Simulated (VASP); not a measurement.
# AlN (P6_3mc) in VASP: single point with HSE06

Aim: the single point of AlN with HSE06.

Everything below comes from runs of VASP 6.6.1. Logs are shortened: lines on timing, memory, paths and dates and some standing lists are left out, and cuts for length are marked.

## (1) The cell of the first run

The structure is hexagonal, space group P6_3mc (No. 186). Conventional cell: a = 3.107 Å, b = 3.107 Å, c = 4.979 Å, α = 90.00°, β = 90.00°, γ = 120.00°. Within 2.5 Å of Al (site symmetry 3m) lie 4 N at 1.89 to 1.90 Å. Within 2.5 Å of N (site symmetry 3m) lie 4 Al at 1.89 to 1.90 Å.

## (2) Single point, HSE06

Contents of POSCAR:

```
AlN
1.0
    3.1066937614      0.0000000000      0.0000000000
   -1.5533468807      2.6904757192      0.0000000000
    0.0000000000      0.0000000000      4.9785915475
Al N
2 2
Direct
    0.3333333333      0.6666666667     -0.0032954728
    0.6666666667      0.3333333333      0.4967045272
    0.3333333333      0.6666666667      0.3782954728
    0.6666666667      0.3333333333      0.8782954728
```

Contents of INCAR.step1:

```
ALGO     = Normal         # electronic algorithm
EDIFF    = 1E-5           # SCF threshold, eV
ENCUT    = 520            # plane-wave cutoff, eV
GGA      = PE             # functional
GGA_COMPAT= False        
ISIF     = 2              # what is computed and relaxed
ISMEAR   = 0              # smearing method
LASPH    = True           # aspherical terms in the spheres
LCHARG   = False          # write CHGCAR
LREAL    = False          # projectors in reciprocal space
LWAVE    = True           # write WAVECAR
NBANDS   = 16             # bands
NELM     = 120            # most SCF steps
PREC     = Accurate       # precision mode
SIGMA    = 0.01           # smearing width, eV
```

Contents of INCAR.step2:

```
ALGO     = Normal         # electronic algorithm
EDIFF    = 1E-6           # SCF threshold, eV
ENCUT    = 520            # plane-wave cutoff, eV
GGA      = PE             # functional
GGA_COMPAT= False        
HFSCREEN = 0.2079         # screening, 1/A
ISIF     = 2              # what is computed and relaxed
ISMEAR   = 0              # smearing method
ISTART   = 1            
LASPH    = True           # aspherical terms in the spheres
LCHARG   = False          # write CHGCAR
LHFCALC  = True           # exact exchange
LREAL    = False          # projectors in reciprocal space
LWAVE    = False          # write WAVECAR
NBANDS   = 16             # bands
NELM     = 120            # most SCF steps
PREC     = Accurate       # precision mode
PRECFOCK = Normal       
SIGMA    = 0.01           # smearing width, eV
```

Contents of KPOINTS:

```
k-points
0
Gamma
  6 6 4
```

Potentials or basis: VASP PAW PBE potentials, release 64 (Al, N).

Started as:

```console
$ cat potpaw_PBE.64/Al/POTCAR potpaw_PBE.64/N/POTCAR > POTCAR
$ cp INCAR.step1 INCAR
$ mpirun -np 1 vasp_std > vasp.out
$ cp INCAR.step2 INCAR
$ mpirun -np 1 vasp_std > vasp.out
```

OUTCAR:

```text
EDIFF = 1E-6
   ENCUT = 520
   GGA = PE
   HFSCREEN = 0.2079
   ISIF = 2
   ISMEAR = 0
   ISTART = 1
   LASPH = True
   LHFCALC = True
   LREAL = False
   NELM = 120
   PREC = Accurate
   PRECFOCK = Normal

 ion  position               nearest neighbor table
   1  0.333  0.667  0.997-   4 1.89   4 1.89   4 1.89   3 1.90   2 3.07   2 3.07   2 3.07   2 3.07
                             2 3.07   2 3.07
   2  0.667  0.333  0.497-   3 1.89   3 1.89   3 1.89   4 1.90   1 3.07   1 3.07   1 3.07   1 3.07
                             1 3.07   1 3.07
   3  0.333  0.667  0.378-   2 1.89   2 1.89   2 1.89   1 1.90
   4  0.667  0.333  0.878-   1 1.89   1 1.89   1 1.89   2 1.90

  LATTYP: Found a hexagonal cell.
 ALAT       =     3.1066937614
 C/A-ratio  =     1.6025369508

  Lattice vectors:

 A1 = (   3.1066937614,   0.0000000000,   0.0000000000)
 A2 = (  -1.5533468807,   2.6904757192,   0.0000000000)
 A3 = (   0.0000000000,   0.0000000000,   4.9785915475)

Analysis of symmetry for initial positions (statically):
=====================================================================
 Subroutine PRICEL returns:
 Original cell was already a primitive cell.

 Routine SETGRP: Setting up the symmetry group for a
 hexagonal supercell.

 Subroutine GETGRP returns: Found 12 space group operations
 (whereof  6 operations were pure point group operations)
 out of a pool of 24 trial point group operations.

The static configuration has the point symmetry C_3v.
 The point group associated with its full space group is C_6v.

Analysis of symmetry for dynamics (positions and initial velocities):
=====================================================================
 Subroutine PRICEL returns:
 Original cell was already a primitive cell.

 Routine SETGRP: Setting up the symmetry group for a
 hexagonal supercell.

 Subroutine GETGRP returns: Found 12 space group operations
 (whereof  6 operations were pure point group operations)
 out of a pool of 24 trial point group operations.

The dynamic configuration has the point symmetry C_3v.
 The point group associated with its full space group is C_6v.

 Subroutine INISYM returns: Found 12 space group operations
 (whereof  6 operations are pure point group operations),
 and found     1 'primitive' translations

----------------------------------------------------------------------------------------

                                     Primitive cell

  volume of cell :      41.6135

  direct lattice vectors                    reciprocal lattice vectors
     3.106693761  0.000000000  0.000000000     0.321885605  0.185840741  0.000000000
    -1.553346881  2.690475719  0.000000000     0.000000000  0.371681481  0.000000000
     0.000000000  0.000000000  4.978591547     0.000000000  0.000000000  0.200860020

  length of vectors
     3.106693761  3.106693761  4.978591547     0.371681481  0.371681481  0.200860020

  position of ions in fractional coordinates (direct lattice)
     0.333333333  0.666666667  0.996704527
     0.666666667  0.333333333  0.496704527
     0.333333333  0.666666667  0.378295473
     0.666666667  0.333333333  0.878295473

  ion indices of the primitive-cell ions
   primitive index   ion index
                 1           1
                 2           2
                 3           3
                 4           4

----------------------------------------------------------------------------------------

 KPOINTS: k-points

Automatic generation of k-mesh.
 Grid dimensions read from file:
 generate k-points for:    6    6    4

 Generating k-lattice:

  Cartesian coordinates                     Fractional coordinates (reciprocal lattice)
     0.053647601  0.030973457  0.000000000     0.166666667 -0.000000000  0.000000000
     0.000000000  0.061946914  0.000000000     0.000000000  0.166666667  0.000000000
     0.000000000  0.000000000  0.050215005     0.000000000  0.000000000  0.250000000

  Length of vectors
     0.061946914  0.061946914  0.050215005

  Shift w.r.t. Gamma in fractional coordinates (k-lattice)
     0.000000000  0.000000000  0.000000000

 Subroutine IBZKPT returns following result:
 ===========================================

 Found     21 irreducible k-points:

 Following reciprocal coordinates:
            Coordinates               Weight
  0.000000  0.000000  0.000000      1.000000
  0.166667  0.000000  0.000000      6.000000
  0.333333 -0.000000  0.000000      6.000000
  0.500000  0.000000  0.000000      3.000000
  0.166667  0.166667  0.000000      6.000000
  0.333333  0.166667  0.000000     12.000000
[... 13 lines left out ...]
  0.333333  0.166667  0.500000     12.000000
  0.333333  0.333333  0.500000      2.000000
   k-points           NKPTS =     21   k-points in BZ     NKDIM =    144   number of bands    NBANDS=     16
   number of dos      NEDOS =    301   number of ions     NIONS =      4
   total plane-waves  NPLWV =  23040
   dimension x,y,z NGX =    24 NGY =   24 NGZ =   40
   dimension x,y,z NGXF=    48 NGYF=   48 NGZF=   80
   ions per type =               2   2
   NGX,Y,Z   is equivalent  to a cutoff of  12.84, 12.84, 13.36 a.u.
   NGXF,Y,Z  is equivalent  to a cutoff of  25.69, 25.69, 26.71 a.u.
 SYSTEM =  unknown system
   PREC   = accura    normal or accurate (medium, high low for compatibility)
   ISTART =      1    job   : 0-new  1-cont  2-samecut
   ICHARG =      0    charge: 1-file 2-atom 10-const
   ISPIN  =      1    spin polarized calculation?
   LNONCOLLINEAR =      F non collinear calculations
   LSORBIT =      F    spin-orbit coupling
   LASPH  =      T    aspherical Exc in radial PAW
   ENCUT  =  520.0 eV  38.22 Ry    6.18 a.u.   5.78  5.78  9.26*2*pi/ulx,y,z
   NELM   =    120;   NELMIN=  2; NELMDL=  0     # of ELM steps
   EDIFF  = 0.1E-05   stopping-criterion for ELM
   LREAL  =      F    real-space projection
   EDIFFG = 0.1E-04   stopping-criterion for IOM
   NSW    =      0    number of steps for IOM
   IBRION =     -1    ionic relax: 0-MD 1-quasi-New 2-CG
   NFREE  =      0    steps in history (QN), initial steepest desc. (CG)
   ISIF   =      2    stress and relaxation
   ISYM   =      3    0-nonsym 1-usesym 2-fastsym
   POTIM  = 0.5000    time-step for ionic-motion
   TEBEG  =    0.0;   TEEND  =   0.0 temperature during run
   PSTRESS=    0.0 pullay stress
   NELECT =      16.0000    total number of electrons
   NUPDOWN=      -1.0000    fix difference up-down
   EMIN   =  10.00;   EMAX   =-10.00  energy-range for DOS
   EFERMI =   0.00;   METHOD = LEGACY
   ISMEAR =     0;   SIGMA  =   0.01  broadening in eV -4-tet -1-fermi 0-gaus
   EFERMI_NEDOS =   21; number of points for ismear=-14 and -15
   IALGO  =     38    algorithm
   IMIX   =      1    mixing-type and parameters
     AMIX     =   0.40;   BMIX     =  1.00
     AMIX_MAG =   1.60;   BMIX_MAG =  1.00
  volume/ion in A,a.u.               =      10.40        70.21
  Fermi-wavevector in a.u.,A,eV,Ry     =   1.190429  2.249585 19.281103  1.417121
  Thomas-Fermi vector in A             =   2.326514
   LORBIT       =      0    0 simple, 1 ext, 2 COOP (PROOUT), +10 PAW based schemes
   GGA     = PE    functional components
   LHFCALC =     T    Hartree Fock is set to
   PRECFOCK=normal    Normal, Fast or Accurate (Low or Medium for compatibility)
   ENCUT4O =  -1.0   cutoff for four orbital integrals eV
   NKREDX  =     1    reduce k-point grid by
   NKREDY  =     1    reduce k-point grid by
   NKREDZ  =     1    reduce k-point grid by
   AEXX    =    0.2500 exact exchange contribution
   HFSCREEN=    0.2079 screening length (either q_TF or 0.3 A-1)
   HFSCREENC=   0.2079 screening length for correlation (either q_TF or 0.3 A-1)
   ENCUTFOCK=  -1.0 apply spherical cutoff to Coloumb kernel
   IVDW    =     0    specifies the selected vdW correction
   LEPSILON=     F    determine dielectric tensor
   LRPA    =     F    only Hartree local field effects (RPA)
 non-spin polarized calculation
 Gauss-broadening in eV      SIGMA  =   0.01
  energy-cutoff  :      520.00
  volume of cell :       41.61
 maximum number of plane-waves:      1152
 NGX is ok and might be reduce to    24
  NGX = 18; NGY = 18; NGZ = 28

 number of electron      15.9999997 magnetization

 Free energy of the ion-electron system (eV)
  ---------------------------------------------------
  ext. energy  EPLUGINS =         0.00000000
  ---------------------------------------------------
  free energy    TOTEN  =       -34.89471647 eV

  energy without entropy =      -34.89471647  energy(sigma->0) =      -34.89471647

 E-fermi :   5.3258     XC(G=0):  -9.0083

 val. band max:        5.2768598760   @ k =   0.0000   0.0000   0.0000
 cond. band min:      10.8694177680   @ k =   0.0000   0.0000   0.0000
 fundamental gap:      5.5925578919
 Fermi energy:         5.3258218882

 k-point     1 :       0.0000    0.0000    0.0000
  band No.  band energies     occupation
      1     -11.4462      2.00000
      2      -9.1498      2.00000
      3      -1.2464      2.00000
      4       4.3237      2.00000
      5       4.3237      2.00000
      6       5.0465      2.00000
[... 8 lines left out ...]
     15      20.2017      0.00000
     16      20.2017      0.00000

 k-point     2 :       0.1667    0.0000    0.0000
  band No.  band energies     occupation
      1     -11.0728      2.00000
      2      -8.9472      2.00000
      3      -0.7893      2.00000
      4       2.8076      2.00000
      5       3.6826      2.00000
      6       3.8959      2.00000
[... 8 lines left out ...]
     15      19.4487      0.00000
     16      19.7981      0.00000

 k-point     3 :       0.3333   -0.0000    0.0000
  band No.  band energies     occupation
      1     -10.1107      2.00000
      2      -8.5881      2.00000
      3       0.3841      2.00000
      4       0.4712      2.00000
      5       1.6690      2.00000
      6       3.2472      2.00000
[... 8 lines left out ...]
     15      19.2185      0.00000
     16      21.6329      0.00000
[... 305 lines left out ...]
 k-point    20 :       0.3333    0.1667    0.5000
  band No.  band energies     occupation
      1      -8.9587      2.00000
      2      -8.9587      2.00000
      3      -0.3306      2.00000
      4      -0.3306      2.00000
      5       2.4256      2.00000
      6       2.4256      2.00000
[... 8 lines left out ...]
     15      20.6044      0.00000
     16      20.6044      0.00000

 k-point    21 :       0.3333    0.3333    0.5000
  band No.  band energies     occupation
      1      -8.7184      2.00000
      2      -8.7184      2.00000
      3       0.0147      2.00000
      4       0.0147      2.00000
      5       1.0923      2.00000
      6       1.0923      2.00000
[... 8 lines left out ...]
     15      20.8207      0.00000
     16      20.8207      0.00000

------------------------ aborting loop because EDIFF is reached ----------------------------------------

  FORCE on cell =-STRESS in cart. coord.  units (eV):
  Direction    XX          YY          ZZ          XY          YZ          ZX
  --------------------------------------------------------------------------------------
  -------------------------------------------------------------------------------------
  Total       -0.1938245     -0.1938245     -0.2325233      0.0000000      0.0000000      0.0000000
  in kB       -7.4625159     -7.4625159     -8.9524738      0.0000000      0.0000000      0.0000000
  external PRESSURE =      -7.9591685 kB  Pullay stress =       0.0000000 kB

 VOLUME and BASIS-vectors are now :
 -----------------------------------------------------------------------------
  energy-cutoff  :      520.00
  volume of cell :       41.61
      direct lattice vectors                 reciprocal lattice vectors
     3.106693761  0.000000000  0.000000000     0.321885605  0.185840741  0.000000000
    -1.553346881  2.690475719  0.000000000     0.000000000  0.371681481  0.000000000
     0.000000000  0.000000000  4.978591547     0.000000000  0.000000000  0.200860020

 POSITION                                       TOTAL-FORCE (eV/Angst)
 -----------------------------------------------------------------------------------
     -0.00000      1.79365      4.96218         0.000000      0.000000     -0.007648
      1.55335      0.89683      2.47289         0.000000     -0.000000     -0.007648
     -0.00000      1.79365      1.88338         0.000000      0.000000      0.007648
      1.55335      0.89683      4.37267        -0.000000     -0.000000      0.007648
 -----------------------------------------------------------------------------------
    total drift:                               -0.000000     -0.000000     -0.000717

  FREE ENERGIE OF THE ION-ELECTRON SYSTEM (eV)
  ---------------------------------------------------
  free  energy   TOTEN  =       -34.8947164738 eV

  energy  without entropy=      -34.8947164738  energy(sigma->0) =      -34.89471647
```

Run time: 41 min. Hardware: 1 thread of Oxide Virtual Turin-like, shared host; peak memory 0.23 GiB.

Results:

```yaml
Free_energy: -34.8947 eV
Pressure: -0.8 GPa
Largest_force: 0.008 eV/Å
Band_gap_on_the_k_mesh: 5.59 eV
```

Forces in eV/Å, atoms in the order of the input:
```
Al   0.000  0.000 -0.008
Al   0.000  0.000 -0.008
N    0.000  0.000  0.008
N    0.000  0.000  0.008
```

Caveat: the PAW data sets were made with another functional, which shifts forces and pressure a little.
